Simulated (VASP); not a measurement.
# LiF (Griceite) (I4/mmm) in VASP: further runs

The runs below take LiF (Griceite) through single point, with PBE, r2SCAN.

Program: VASP 6.6.1. These are calculated values, not measurements. Logs are shortened: lines on timing, memory, paths and dates and some standing lists are left out, and cuts for length are marked.

**1. The cell of the first run**

It takes space group I4/mmm (No. 139, tetragonal). The conventional cell has a = 2.968 Å, b = 2.968 Å, c = 3.990 Å, α = 90.00°, β = 90.00°, γ = 90.00°. Within 2.6 Å of Li (site symmetry 4/mmm) lie 6 F at 1.99 to 2.10 Å. F (site symmetry 4/mmm) has 6 Li at 1.99 to 2.10 Å within 2.6 Å.

**2. Single point, PBE (biaxial xy strain +5.2%)**

The input, INCAR:

```
SYSTEM = LiF
PREC = Accurate
ENCUT = 520
EDIFF = 1E-7
ISMEAR = -1
SIGMA = 0.02
LREAL = .False.
LASPH = .True.
NELM = 100
ALGO = Normal
ISIF = 2
LWAVE = .False.
LCHARG = .False.
GGA = PE
NBANDS = 12
```

The input, KPOINTS:

```
regular mesh
0
Gamma
  10 10 10
  0 0 0
```

The input, POSCAR:

```
LiF
1.0
    0.0000000000      2.0984028919      1.9948691814
    2.0984028919      0.0000000000      1.9948691814
    2.0984028919      2.0984028919      0.0000000000
Li F
1 1
Direct
    0.0000000000      0.0000000000      0.0000000000
    0.5000000000      0.5000000000      0.5000000000
```

Potentials or basis: VASP PAW PBE potentials, release 64 (Li_sv, F).

On the command line:

```console
cat potpaw_PBE.64/Li_sv/POTCAR potpaw_PBE.64/F/POTCAR > POTCAR
mpirun -np 1 vasp_std > vasp.out
```

OUTCAR:

```text
SYSTEM = LiF
   PREC = Accurate
   ENCUT = 520
   EDIFF = 1E-7
   ISMEAR = -1
   LREAL = .False.
   LASPH = .True.
   NELM = 100
   ISIF = 2
   GGA = PE

 ion  position               nearest neighbor table
   1  0.000  0.000  0.000-   2 1.99   2 1.99   2 2.10   2 2.10   2 2.10   2 2.10
   2  0.500  0.500  0.500-   1 1.99   1 1.99   1 2.10   1 2.10   1 2.10   1 2.10

  LATTYP: Found a body centered tetragonal cell.
 ALAT       =     2.9675898290
 C/A-ratio  =     1.3444372682

  Lattice vectors:

 A1 = (   0.0000000000,  -2.0984028919,  -1.9948691814)
 A2 = (   0.0000000000,   2.0984028919,  -1.9948691814)
 A3 = (   2.0984028919,   0.0000000000,   1.9948691814)

Analysis of symmetry for initial positions (statically):
=====================================================================
 Subroutine PRICEL returns:
 Original cell was already a primitive cell.

 Routine SETGRP: Setting up the symmetry group for a
 body centered tetragonal supercell.

 Subroutine GETGRP returns: Found 16 space group operations
 (whereof 16 operations were pure point group operations)
 out of a pool of 16 trial point group operations.

The static configuration has the point symmetry D_4h.

Analysis of symmetry for dynamics (positions and initial velocities):
=====================================================================
 Subroutine PRICEL returns:
 Original cell was already a primitive cell.

 Routine SETGRP: Setting up the symmetry group for a
 body centered tetragonal supercell.

 Subroutine GETGRP returns: Found 16 space group operations
 (whereof 16 operations were pure point group operations)
 out of a pool of 16 trial point group operations.

The dynamic configuration has the point symmetry D_4h.

 Subroutine INISYM returns: Found 16 space group operations
 (whereof 16 operations are pure point group operations),
 and found     1 'primitive' translations

----------------------------------------------------------------------------------------

                                     Primitive cell

  volume of cell :      17.5680

  direct lattice vectors                    reciprocal lattice vectors
     0.000000000  2.098402892  1.994869181    -0.238276454  0.238276454  0.250643002
     2.098402892  0.000000000  1.994869181     0.238276454 -0.238276454  0.250643002
     2.098402892  2.098402892  0.000000000     0.238276454  0.238276454 -0.250643002

  length of vectors
     2.895306158  2.895306158  2.967589829     0.419968155  0.419968155  0.419968155

  position of ions in fractional coordinates (direct lattice)
     0.000000000  0.000000000  0.000000000
     0.500000000  0.500000000  0.500000000

  ion indices of the primitive-cell ions
   primitive index   ion index
                 1           1
                 2           2

----------------------------------------------------------------------------------------

 KPOINTS: regular mesh

Automatic generation of k-mesh.
 Grid dimensions read from file:
 generate k-points for:   10   10   10

 Generating k-lattice:

  Cartesian coordinates                     Fractional coordinates (reciprocal lattice)
    -0.023827645  0.023827645  0.025064300     0.100000000 -0.000000000  0.000000000
     0.023827645 -0.023827645  0.025064300    -0.000000000  0.100000000  0.000000000
     0.023827645  0.023827645 -0.025064300     0.000000000  0.000000000  0.100000000

  Length of vectors
     0.041996816  0.041996816  0.041996816

  Shift w.r.t. Gamma in fractional coordinates (k-lattice)
     0.000000000  0.000000000  0.000000000

 Subroutine IBZKPT returns following result:
 ===========================================

 Found    102 irreducible k-points:

 Following reciprocal coordinates:
            Coordinates               Weight
  0.000000  0.000000  0.000000      1.000000
  0.100000  0.000000  0.000000      8.000000
  0.200000  0.000000  0.000000      8.000000
  0.300000  0.000000  0.000000      8.000000
  0.400000  0.000000  0.000000      8.000000
  0.500000  0.000000  0.000000      4.000000
[... 16 lines left out ...]
  0.300000  0.300000  0.000000      2.000000
  0.400000  0.300000  0.000000      8.000000
 [... further k-points ...]
   k-points           NKPTS =    102   k-points in BZ     NKDIM =    102   number of bands    NBANDS=     12
   number of dos      NEDOS =    301   number of ions     NIONS =      2
   total plane-waves  NPLWV =  13824
   dimension x,y,z NGX =    24 NGY =   24 NGZ =   24
   dimension x,y,z NGXF=    48 NGYF=   48 NGZF=   48
   ions per type =               1   1
   NGX,Y,Z   is equivalent  to a cutoff of  13.78, 13.78, 13.44 a.u.
   NGXF,Y,Z  is equivalent  to a cutoff of  27.56, 27.56, 26.89 a.u.
 SYSTEM =  LiF
   PREC   = accura    normal or accurate (medium, high low for compatibility)
   ISTART =      0    job   : 0-new  1-cont  2-samecut
   ICHARG =      2    charge: 1-file 2-atom 10-const
   ISPIN  =      1    spin polarized calculation?
   LNONCOLLINEAR =      F non collinear calculations
   LSORBIT =      F    spin-orbit coupling
   LASPH  =      T    aspherical Exc in radial PAW
   ENCUT  =  520.0 eV  38.22 Ry    6.18 a.u.   5.38  5.38  5.52*2*pi/ulx,y,z
   NELM   =    100;   NELMIN=  2; NELMDL= -5     # of ELM steps
   EDIFF  = 0.1E-06   stopping-criterion for ELM
   LREAL  =      F    real-space projection
   EDIFFG = 0.1E-05   stopping-criterion for IOM
   NSW    =      0    number of steps for IOM
   IBRION =     -1    ionic relax: 0-MD 1-quasi-New 2-CG
   NFREE  =      0    steps in history (QN), initial steepest desc. (CG)
   ISIF   =      2    stress and relaxation
   ISYM   =      2    0-nonsym 1-usesym 2-fastsym
   POTIM  = 0.5000    time-step for ionic-motion
   TEBEG  =    0.0;   TEEND  =   0.0 temperature during run
   PSTRESS=    0.0 pullay stress
   NELECT =      10.0000    total number of electrons
   NUPDOWN=      -1.0000    fix difference up-down
   EMIN   =  10.00;   EMAX   =-10.00  energy-range for DOS
   EFERMI =   0.00;   METHOD = LEGACY
   ISMEAR =    -1;   SIGMA  =   0.02  broadening in eV -4-tet -1-fermi 0-gaus
   EFERMI_NEDOS =   21; number of points for ismear=-14 and -15
   IALGO  =     38    algorithm
   IMIX   =      4    mixing-type and parameters
     AMIX     =   0.40;   BMIX     =  1.00
     AMIX_MAG =   1.60;   BMIX_MAG =  1.00
  volume/ion in A,a.u.               =       8.78        59.28
  Fermi-wavevector in a.u.,A,eV,Ry     =   1.356753  2.563891 25.045313  1.840779
  Thomas-Fermi vector in A             =   2.483729
   LORBIT       =      0    0 simple, 1 ext, 2 COOP (PROOUT), +10 PAW based schemes
   GGA     = PE    functional components
   LHFCALC =     F    Hartree Fock is set to
   AEXX    =    0.0000 exact exchange contribution
   IVDW    =     0    specifies the selected vdW correction
   LEPSILON=     F    determine dielectric tensor
   LRPA    =     F    only Hartree local field effects (RPA)
 non-spin polarized calculation
  energy-cutoff  :      520.00
  volume of cell :       17.57
 maximum number of plane-waves:       499
 NGX is ok and might be reduce to    24
   NGX = 11   NGY = 11   NGZ = 11

 number of electron      10.0000011 magnetization

 Free energy of the ion-electron system (eV)
  ---------------------------------------------------
  ext. energy  EPLUGINS =         0.00000000
  ---------------------------------------------------
  free energy    TOTEN  =        -9.62998457 eV

  energy without entropy =       -9.62998457  energy(sigma->0) =       -9.62998457

 E-fermi :  -0.8039     XC(G=0):  -9.6300

 val. band max:       -1.4016336317   @ k =   0.0000   0.0000   0.0000
 cond. band min:       7.0241523788   @ k =   0.0000   0.0000   0.0000
 fundamental gap:      8.4257860105
 Fermi energy:        -0.8039017508

 k-point     1 :       0.0000    0.0000    0.0000
  band No.  band energies     occupation
      1     -42.5260      2.00000
      2     -21.2248      2.00000
      3      -1.5311      2.00000
      4      -1.4016      2.00000
      5      -1.4016      2.00000
      6       7.0242      0.00000
      7      21.2416      0.00000
      8      21.2416      0.00000
      9      22.0721      0.00000
     10      22.0721      0.00000
     11      22.3469      0.00000
     12      22.4753      0.00000

 k-point     2 :       0.1000    0.0000    0.0000
  band No.  band energies     occupation
      1     -42.5218      2.00000
      2     -21.1904      2.00000
      3      -1.7263      2.00000
      4      -1.4842      2.00000
      5      -1.4303      2.00000
      6       7.3178      0.00000
      7      19.1206      0.00000
      8      20.0990      0.00000
      9      20.8835      0.00000
     10      22.9940      0.00000
     11      23.0360      0.00000
     12      23.4147      0.00000

 k-point     3 :       0.2000    0.0000    0.0000
  band No.  band energies     occupation
      1     -42.5110      2.00000
      2     -21.0992      2.00000
      3      -2.3475      2.00000
      4      -1.5267      2.00000
      5      -1.5040      2.00000
      6       7.9898      0.00000
      7      16.7361      0.00000
      8      18.6501      0.00000
      9      19.5420      0.00000
     10      23.8726      0.00000
     11      24.3561      0.00000
     12      24.6472      0.00000
[... 286 lines left out ...]
 k-point    23 :       0.3000    0.3000    0.0000
  band No.  band energies     occupation
      1     -42.4860      2.00000
      2     -20.8506      2.00000
      3      -3.1429      2.00000
      4      -2.0779      2.00000
      5      -2.0779      2.00000
      6      10.3747      0.00000
      7      15.7543      0.00000
      8      17.2289      0.00000
      9      17.6963      0.00000
     10      17.6963      0.00000
     11      31.2516      0.00000
     12      31.9132      0.00000

 k-point    24 :       0.4000    0.3000    0.0000
  band No.  band energies     occupation
      1     -42.4776      2.00000
      2     -20.7508      2.00000
      3      -3.5208      2.00000
      4      -2.2678      2.00000
      5      -2.1845      2.00000
      6      11.2724      0.00000
      7      14.5681      0.00000
      8      16.6572      0.00000
      9      17.4709      0.00000
     10      18.5231      0.00000
     11      31.2535      0.00000
     12      31.7396      0.00000

 [... further k-points ...]
[... 5 lines left out ...]
  --------------------------------------------------------------------------------------
  -------------------------------------------------------------------------------------
  Total       -0.4022226     -0.4022226     -0.1086354      0.0000000     -0.0000000      0.0000000
  in kB      -36.6821579    -36.6821579     -9.9074035      0.0000000     -0.0000000      0.0000000
  external PRESSURE =     -27.7572398 kB  Pullay stress =       0.0000000 kB

 VOLUME and BASIS-vectors are now :
 -----------------------------------------------------------------------------
  energy-cutoff  :      520.00
  volume of cell :       17.57
      direct lattice vectors                 reciprocal lattice vectors
     0.000000000  2.098402892  1.994869181    -0.238276454  0.238276454  0.250643002
     2.098402892  0.000000000  1.994869181     0.238276454 -0.238276454  0.250643002
     2.098402892  2.098402892  0.000000000     0.238276454  0.238276454 -0.250643002

 POSITION                                       TOTAL-FORCE (eV/Angst)
 -----------------------------------------------------------------------------------
      0.00000      0.00000      0.00000        -0.000000      0.000000      0.000000
      2.09840      2.09840      1.99487         0.000000     -0.000000     -0.000000
 -----------------------------------------------------------------------------------
    total drift:                               -0.000000     -0.000000      0.000000

  FREE ENERGIE OF THE ION-ELECTRON SYSTEM (eV)
  ---------------------------------------------------
  free  energy   TOTEN  =        -9.6299845686 eV

  energy  without entropy=       -9.6299845686  energy(sigma->0) =       -9.62998457
```

It took 13 s on 1 thread of AMD EPYC 9R45 (Zen 5), shared host; peak memory 0.11 GiB.

What came out:

| Property | Result |
| --- | --- |
| Free energy | -9.6300 eV |
| Band gap on the k mesh | 8.43 eV, direct |

Caveat: the cell differs from its parent crystal (biaxial xy strain +5.2%); the cutoff is under 1.25 times the usual one of these potentials, so pressure, stress and relaxed cells hold a basis-set (Pulay) error.

(Continued in part 2 of 2.)
